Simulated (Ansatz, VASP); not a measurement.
# One calculation of AlH6, two programs

```
Al H
1.0
     3.71542    0.00000    0.00000
    -1.85771    3.21765    0.00000
     0.00000    0.00000    4.82659
Al H
1 6
Cartesian
  0.0000 0.0000 0.0000
  0.0000 2.1451 2.4133
  1.8577 1.0725 2.4133
  1.8577 0.0000 0.0000
  -0.9289 1.6088 0.0000
  0.9289 1.6088 0.0000
  0.0000 0.0000 2.4133
```

Alike in both runs: task relaxation of cell and atoms; functional PBE; k mesh 6 × 6 × 4; occupations gaussian, width 0.1 eV; no spin polarisation.

|  | VASP | Ansatz |
| --- | --- | --- |
| version | VASP 6.6.1 | Ansatz 0.2.0 |
| potentials or method | VASP PAW PBE potentials, release 64 (Al, H), cutoff 600 eV | scalar-relativistic, plane waves, PAW |
| valence electrons in the cell | 9 | 9 |

|  | VASP | Ansatz | Ansatz less VASP |
| --- | --- | --- | --- |
| gap on the k mesh at the Fermi level, each at its own relaxed structure (eV) | none | none | - |
| relaxed volume (Å³/atom) | 5.85 | 5.91 | +0.061 |
| relaxed cell length with the largest relative difference (Å) | 3.698 | 3.727 | +0.0293 |

A gap of «none» marks a metal or a gap that the smearing closes.

Noted on VASP's run: the volume moved by over 15 % at a fixed basis, so the end points are rough.
